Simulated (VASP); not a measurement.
# Mg2H3 (Cmmm) in VASP: relaxation of cell and atoms with PBE

Aim: the relaxation of cell and atoms of Mg2H3 with PBE.

Program: VASP 6.6.1. These are calculated values, not measurements. Logs are shortened: lines on timing, memory, paths and dates and some standing lists are left out, and cuts for length are marked.

### Step 1. The cell of the first run

The structure is orthorhombic, space group Cmmm (No. 65). Conventional cell: a = 5.179 Å, b = 9.718 Å, c = 2.946 Å, α = 90.00°, β = 90.00°, γ = 90.00°. Within 3.3 Å of Mg (site symmetry m2m) lie 6 H at 2.18 to 3.24 Å and 5 Mg at 2.95 to 3.21 Å. H (site symmetry mmm) has 4 Mg at 2.18 Å and 6 H at 2.62 to 2.95 Å within 3.0 Å. H (site symmetry mm2) has 1 H at 0.76 Å within 1.0 Å.

The cell was built from a structure type or drawn by symmetry, and may not be a known phase.

### Step 2. Relaxation of cell and atoms, PBE

The input, INCAR:

```
SYSTEM = Mg2H3
PREC     = Accurate       ! precision mode
ENCUT    = 600            ! plane-wave cutoff, eV
EDIFF    = 1E-6           ! SCF threshold, eV
ISMEAR   = 0              ! smearing method
SIGMA    = 0.1            ! smearing width, eV
LREAL    = .False.        ! projectors in reciprocal space
LASPH    = .True.         ! aspherical terms in the spheres
NELM     = 60             ! most SCF steps
ALGO     = Normal         ! electronic algorithm
ISIF     = 3              ! what is computed and relaxed
LWAVE    = .False.        ! write WAVECAR
LCHARG   = .False.        ! write CHGCAR
GGA      = PE             ! functional
IBRION   = 2              ! ionic algorithm
NSW      = 100            ! ionic steps
EDIFFG   = -0.01          ! ionic threshold
```

The input, KPOINTS:

```
regular mesh
0
Gamma
  8 8 12
  0 0 0
```

The input, POSCAR:

```
Mg2H3
1.0
    2.5897272154     -4.8591028517      0.0000000000
    2.5897272154      4.8591028517      0.0000000000
    0.0000000000      0.0000000000      2.9463832823
Mg H
2 3
Direct
    0.8347992867      0.1652007133      0.5000000000
    0.1652007133      0.8347992867      0.5000000000
    0.0000000000      0.0000000000      0.0000000000
    0.5000000000      0.5000000000      0.1288466412
    0.5000000000      0.5000000000      0.8711533588
```

Potentials or basis: VASP PAW PBE potentials, release 64 (Mg, H).

Command:

```console
> cat potpaw_PBE.64/Mg/POTCAR potpaw_PBE.64/H/POTCAR > POTCAR
> mpirun -np 1 vasp_std > vasp.out
```

OUTCAR:

```text
SYSTEM = Mg2H3
   PREC = Accurate
   ENCUT = 600
   EDIFF = 1E-6
   ISMEAR = 0
   LREAL = .False.
   LASPH = .True.
   NELM = 60
   ISIF = 3
   GGA = PE
   IBRION = 2
   NSW = 100
   EDIFFG = -0.01

 ion  position               nearest neighbor table
   1  0.835  0.165  0.500-   3 2.18   3 2.18   2 3.07   2 3.07   2 3.21
   2  0.165  0.835  0.500-   3 2.18   3 2.18   1 3.07   1 3.07   1 3.21
   3  0.000  0.000  0.000-   1 2.18   2 2.18   1 2.18   2 2.18
   4  0.500  0.500  0.129-   5 0.76
   5  0.500  0.500  0.871-   4 0.76

  LATTYP: Found a base centered orthorhombic cell.
 ALAT       =     5.1794544308
 B/A-ratio  =     1.8762991032
 C/A-ratio  =     0.5688597750

  Lattice vectors:

 A1 = (   2.5897272154,  -4.8591028517,   0.0000000000)
 A2 = (   2.5897272154,   4.8591028517,   0.0000000000)
 A3 = (   0.0000000000,   0.0000000000,   2.9463832823)

Analysis of symmetry for initial positions (statically):
=====================================================================
 Subroutine PRICEL returns:
 Original cell was already a primitive cell.

 Routine SETGRP: Setting up the symmetry group for a
 base centered orthorhombic supercell.

 Subroutine GETGRP returns: Found  8 space group operations
 (whereof  8 operations were pure point group operations)
 out of a pool of  8 trial point group operations.

The static configuration has the point symmetry D_2h.

Analysis of symmetry for dynamics (positions and initial velocities):
=====================================================================
 Subroutine PRICEL returns:
 Original cell was already a primitive cell.

 Routine SETGRP: Setting up the symmetry group for a
 base centered orthorhombic supercell.

 Subroutine GETGRP returns: Found  8 space group operations
 (whereof  8 operations were pure point group operations)
 out of a pool of  8 trial point group operations.

The dynamic configuration has the point symmetry D_2h.

 Subroutine INISYM returns: Found  8 space group operations
 (whereof  8 operations are pure point group operations),
 and found     1 'primitive' translations

----------------------------------------------------------------------------------------

                                     Primitive cell

  volume of cell :      74.1531

  direct lattice vectors                    reciprocal lattice vectors
     2.589727215 -4.859102852  0.000000000     0.193070528 -0.102899654  0.000000000
     2.589727215  4.859102852  0.000000000     0.193070528  0.102899654  0.000000000
     0.000000000  0.000000000  2.946383282     0.000000000  0.000000000  0.339399156

  length of vectors
     5.506139080  5.506139080  2.946383282     0.218779723  0.218779723  0.339399156

  position of ions in fractional coordinates (direct lattice)
     0.834799287  0.165200713  0.500000000
     0.165200713  0.834799287  0.500000000
     0.000000000  0.000000000  0.000000000
     0.500000000  0.500000000  0.128846641
     0.500000000  0.500000000  0.871153359

  ion indices of the primitive-cell ions
   primitive index   ion index
                 1           1
                 2           2
                 3           3
                 4           4
                 5           5

----------------------------------------------------------------------------------------

 KPOINTS: regular mesh

Automatic generation of k-mesh.
 Grid dimensions read from file:
 generate k-points for:    8    8   12

 Generating k-lattice:

  Cartesian coordinates                     Fractional coordinates (reciprocal lattice)
     0.024133816 -0.012862457  0.000000000     0.125000000  0.000000000  0.000000000
     0.024133816  0.012862457  0.000000000     0.000000000  0.125000000  0.000000000
     0.000000000  0.000000000  0.028283263     0.000000000  0.000000000  0.083333333

  Length of vectors
     0.027347465  0.027347465  0.028283263

  Shift w.r.t. Gamma in fractional coordinates (k-lattice)
     0.000000000  0.000000000  0.000000000

 Subroutine IBZKPT returns following result:
 ===========================================

 Found    147 irreducible k-points:

 Following reciprocal coordinates:
            Coordinates               Weight
  0.000000  0.000000  0.000000      1.000000
  0.125000  0.000000  0.000000      4.000000
  0.250000  0.000000  0.000000      4.000000
  0.375000  0.000000  0.000000      4.000000
  0.500000  0.000000  0.000000      2.000000
  0.125000  0.125000  0.000000      2.000000
[... 16 lines left out ...]
  0.125000  0.000000  0.083333      8.000000
  0.250000  0.000000  0.083333      8.000000
 [... further k-points ...]
   k-points           NKPTS =    147   k-points in BZ     NKDIM =    147   number of bands    NBANDS=      7
   number of dos      NEDOS =    301   number of ions     NIONS =      5
   total plane-waves  NPLWV =  55296
   dimension x,y,z NGX =    48 NGY =   48 NGZ =   24
   dimension x,y,z NGXF=    96 NGYF=   96 NGZF=   48
   ions per type =               2   3
   NGX,Y,Z   is equivalent  to a cutoff of  14.49, 14.49, 13.54 a.u.
   NGXF,Y,Z  is equivalent  to a cutoff of  28.99, 28.99, 27.08 a.u.
 SYSTEM =  Mg2H3
   PREC   = accura    normal or accurate (medium, high low for compatibility)
   ISTART =      0    job   : 0-new  1-cont  2-samecut
   ICHARG =      2    charge: 1-file 2-atom 10-const
   ISPIN  =      1    spin polarized calculation?
   LNONCOLLINEAR =      F non collinear calculations
   LSORBIT =      F    spin-orbit coupling
   LASPH  =      T    aspherical Exc in radial PAW
   ENCUT  =  600.0 eV  44.10 Ry    6.64 a.u.  11.00 11.00  5.88*2*pi/ulx,y,z
   NELM   =     60;   NELMIN=  2; NELMDL= -5     # of ELM steps
   EDIFF  = 0.1E-05   stopping-criterion for ELM
   LREAL  =      F    real-space projection
   EDIFFG = -.1E-01   stopping-criterion for IOM
   NSW    =    100    number of steps for IOM
   IBRION =      2    ionic relax: 0-MD 1-quasi-New 2-CG
   NFREE  =      1    steps in history (QN), initial steepest desc. (CG)
   ISIF   =      3    stress and relaxation
   ISYM   =      2    0-nonsym 1-usesym 2-fastsym
   POTIM  = 0.5000    time-step for ionic-motion
   TEBEG  =    0.0;   TEEND  =   0.0 temperature during run
   PSTRESS=    0.0 pullay stress
   NELECT =       7.0000    total number of electrons
   NUPDOWN=      -1.0000    fix difference up-down
   EMIN   =  10.00;   EMAX   =-10.00  energy-range for DOS
   EFERMI =   0.00;   METHOD = LEGACY
   ISMEAR =     0;   SIGMA  =   0.10  broadening in eV -4-tet -1-fermi 0-gaus
   EFERMI_NEDOS =   21; number of points for ismear=-14 and -15
   IALGO  =     38    algorithm
   IMIX   =      4    mixing-type and parameters
     AMIX     =   0.40;   BMIX     =  1.00
     AMIX_MAG =   1.60;   BMIX_MAG =  1.00
  volume/ion in A,a.u.               =      14.83       100.08
  Fermi-wavevector in a.u.,A,eV,Ry     =   0.745414  1.408629  7.559975  0.555642
  Thomas-Fermi vector in A             =   1.840996
   LORBIT       =      0    0 simple, 1 ext, 2 COOP (PROOUT), +10 PAW based schemes
   GGA     = PE    functional components
   LHFCALC =     F    Hartree Fock is set to
   AEXX    =    0.0000 exact exchange contribution
   IVDW    =     0    specifies the selected vdW correction
   LEPSILON=     F    determine dielectric tensor
   LRPA    =     F    only Hartree local field effects (RPA)
 conjugate gradient relaxation of ions
 non-spin polarized calculation
 Gauss-broadening in eV      SIGMA  =   0.10
  energy-cutoff  :      600.00
  volume of cell :       74.15
 maximum number of plane-waves:      2508
 NGX is ok and might be reduce to    48
   NGX = 21   NGY = 21   NGZ = 11

--------------------------------------- Ionic step        1  -------------------------------------------

 number of electron       7.0000000 magnetization

 Free energy of the ion-electron system (eV)
  ---------------------------------------------------
  ext. energy  EPLUGINS =         0.00000000
  ---------------------------------------------------
  free energy    TOTEN  =       -11.98771715 eV

  energy without entropy =      -11.98248451  energy(sigma->0) =      -11.98510083

------------------------ aborting loop because EDIFF is reached ----------------------------------------

  FORCE on cell =-STRESS in cart. coord.  units (eV):
  Direction    XX          YY          ZZ          XY          YZ          ZX
  --------------------------------------------------------------------------------------
  -------------------------------------------------------------------------------------
  Total        0.1157618     -0.0234129     -0.2340400     -0.0000000      0.0000000      0.0000000
  in kB        2.5011898     -0.5058666     -5.0567486     -0.0000000      0.0000000      0.0000000
  external PRESSURE =      -1.0204751 kB  Pullay stress =       0.0000000 kB
[... 98 lines left out ...]
  FREE ENERGIE OF THE ION-ELECTRON SYSTEM (eV)
  ---------------------------------------------------
  free  energy   TOTEN  =       -11.9886808751 eV

  energy  without entropy=      -11.9833197466  energy(sigma->0) =      -11.98600031

[... ionic steps 4 to 26 ...]

--------------------------------------- Ionic step       27  -------------------------------------------

 number of electron       6.9999999 magnetization

------------------------ aborting loop because EDIFF is reached ----------------------------------------
[... 73 lines left out ...]
--------------------------------------- Ionic step       29  -------------------------------------------

 number of electron       6.9999999 magnetization

 Free energy of the ion-electron system (eV)
  ---------------------------------------------------
  ext. energy  EPLUGINS =         0.00000000
  ---------------------------------------------------
  free energy    TOTEN  =       -11.99277141 eV

  energy without entropy =      -11.98804670  energy(sigma->0) =      -11.99040906

 E-fermi :   1.1169     XC(G=0):  -7.7002

 val. band max:        1.1032646987   @ k =  -0.2500   0.2500   0.0833
 cond. band min:       1.1233466780   @ k =  -0.3750   0.1250   0.2500
 fundamental gap:      0.0200819793
 Fermi energy:         1.1168809875

 k-point     1 :       0.0000    0.0000    0.0000
  band No.  band energies     occupation
      1      -7.4593      2.00000
      2      -4.6346      2.00000
      3      -1.0515      2.00000
      4       1.1991      0.24498
      5       1.6658      0.00000
      6       2.8149      0.00000
      7       2.9078      0.00000
[... 221 lines left out ...]
 k-point    24 :       0.2500    0.0000    0.0833
  band No.  band energies     occupation
      1      -7.1351      2.00000
      2      -4.8965      2.00000
      3      -1.2981      2.00000
      4      -0.0542      2.00000
      5       2.6524      0.00000
      6       3.8513      0.00000
      7       5.2948      0.00000

 [... further k-points ...]

------------------------ aborting loop because EDIFF is reached ----------------------------------------

  FORCE on cell =-STRESS in cart. coord.  units (eV):
  Direction    XX          YY          ZZ          XY          YZ          ZX
  --------------------------------------------------------------------------------------
  -------------------------------------------------------------------------------------
  Total        0.0300624     -0.0252822     -0.0193187      0.0000000      0.0000000      0.0000000
  in kB        0.6494846     -0.5462111     -0.4173718      0.0000000      0.0000000      0.0000000
  external PRESSURE =      -0.1046994 kB  Pullay stress =       0.0000000 kB
[... 20 lines left out ...]
  FREE ENERGIE OF THE ION-ELECTRON SYSTEM (eV)
  ---------------------------------------------------
  free  energy   TOTEN  =       -11.9927714087 eV

  energy  without entropy=      -11.9880467043  energy(sigma->0) =      -11.99040906

 reached required accuracy - stopping structural energy minimisation
```

It took 9.7 min on 1 thread of Intel Xeon Platinum 8259CL at 2.50GHz (Skylake/Cascade Lake), shared host; peak memory 0.31 GiB.

What came out:

```
Free energy               : -11.9928 eV
Energy gained by relaxing : 1.0 meV/atom
Ionic steps               : 29
Pressure after relaxing   : 0.0 GPa
Band gap on the k mesh    : zero (an odd number of electrons rules out a gap without spin polarisation)
```

Forces on the atoms (eV/Å):
```
Mg   0.000  0.003  0.000
Mg   0.000 -0.003  0.000
H    0.000  0.000  0.000
H    0.000  0.000 -0.002
H    0.000  0.000  0.002
```

Step by step:
```
step  energy change (eV)  largest force (eV/Å)  pressure (GPa)  volume (Å³)
   1              0.0000                0.0398           -0.10        74.15
   2             -0.0007                0.0750           -0.01        74.05
   3             -0.0010                0.1933            0.12        73.92
   4             -0.0011                0.1854            0.13        73.90
   5             -0.0016                0.1630            0.14        73.85
   6             -0.0024                0.1174            0.16        73.75
   7             -0.0032                0.0395            0.20        73.55
   8             -0.0032                0.0382            0.21        73.52
   9             -0.0033                0.0360            0.17        73.57
  10             -0.0036                0.0893            0.07        73.74
  11             -0.0037                0.0760            0.07        73.78
  12             -0.0041                0.0273            0.05        73.91
  13             -0.0043                0.0687            0.02        74.16
  14             -0.0044                0.0424           -0.03        74.27
  15             -0.0044                0.0162           -0.08        74.38
  16             -0.0045                0.0079           -0.08        74.35
  17             -0.0047                0.0229           -0.06        74.28
  18             -0.0048                0.0801           -0.04        74.13
  19             -0.0048                0.0686           -0.03        74.11
  20             -0.0049                0.0373            0.02        74.05
  21             -0.0049                0.0281            0.09        73.93
  22             -0.0049                0.0232            0.04        74.00
  23             -0.0049                0.0224            0.05        74.01
  24             -0.0050                0.0197            0.04        74.03
  25             -0.0050                0.0142            0.04        74.07
  26             -0.0050                0.0394            0.02        74.15
  27             -0.0050                0.0303            0.02        74.12
  28             -0.0050                0.0162            0.01        74.14
  29             -0.0051                0.0026           -0.01        74.16
```

Final structure:
```xyz
5
Lattice="2.6402 -4.8242 0.0000 2.6402 4.8242 0.0000 0.0000 0.0000 2.9112" Properties=species:S:1:pos:R:3 pbc="T T T"
Mg    2.6402   -3.1995    1.4556
Mg    2.6402    3.1995    1.4556
H     0.0000    0.0000    0.0000
H     2.6402    0.0000    0.3789
H     2.6402    0.0000    2.5324
```
